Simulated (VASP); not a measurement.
Ta4N5: single point with PBEsol

Ta4N5:

```
CELL_PARAMETERS angstrom
-3.41280 3.41280 2.12689
3.41280 -3.41280 2.12689
3.41280 3.41280 -2.12689
ATOMIC_POSITIONS crystal
Ta 0.78438 0.60487 0.38926
Ta 0.39513 0.78438 0.17951
Ta 0.60487 0.21562 0.82049
Ta 0.21562 0.39513 0.61074
N 0.50000 0.50000 0.00000
N 0.90817 0.30592 0.21409
N 0.69408 0.90817 0.60226
N 0.30592 0.09183 0.39774
N 0.09183 0.69408 0.78591
```

```yaml
Program: VASP 6.6.1
Task: single point
Functional: PBEsol
Potentials_or_basis: VASP PAW PBE potentials, release 64 (Ta_pv, N)
Cutoff: 520 eV
k_mesh: 10 × 10 × 10
Occupations: gaussian, width 0.1 eV
Spin: no spin polarisation
Dipole_correction: no
Further_INCAR_settings: ALGO = Normal; EDIFF = 1e-07; NBANDS = 44
```

| Item | Value |
| --- | --- |
| Pressure | 0.8 GPa |
| Largest force | 0.023 eV/Å |

Forces on the atoms (eV/Å):
```
Ta   0.005  0.002  0.000
Ta   0.002 -0.005  0.000
Ta  -0.002  0.005  0.000
Ta  -0.005 -0.002  0.000
N    0.000  0.000  0.000
N   -0.018  0.014  0.000
N    0.014  0.018  0.000
N   -0.014 -0.018  0.000
N    0.018 -0.014  0.000
```

Levels at points of the mesh, in eV from the Fermi level:
| k point | band 32 | band 33 | band 34 | band 35 | band 36 | band 37 | band 38 | band 39 |
| --- | --- | --- | --- | --- | --- | --- | --- | --- |
| (0.00, 0.00, 0.00) | -2.55 | -1.35 | -1.35 | -1.02 | 0.56 | 0.86 | 1.07 | 1.07 |
| (0.50, 0.00, 0.00) | -2.98 | -1.18 | 0.54 | 1.09 | 1.52 | 1.84 | 1.98 | 2.01 |
| (0.50, 0.50, 0.00) | -3.11 | -2.96 | -1.67 | -0.52 | 0.38 | 0.64 | 1.64 | 1.65 |
| (0.50, 0.50, 0.50) | -3.50 | -3.24 | -2.00 | -1.76 | -0.57 | -0.57 | 2.58 | 2.79 |

Wall time 20 min on 1 thread of AMD EPYC 7R13, on a shared host, peak memory 0.54 GiB.

Caveat: the PAW data sets were made with another functional, which shifts forces and pressure a little; spin-orbit coupling is left out, which moves the levels of the heavy elements.
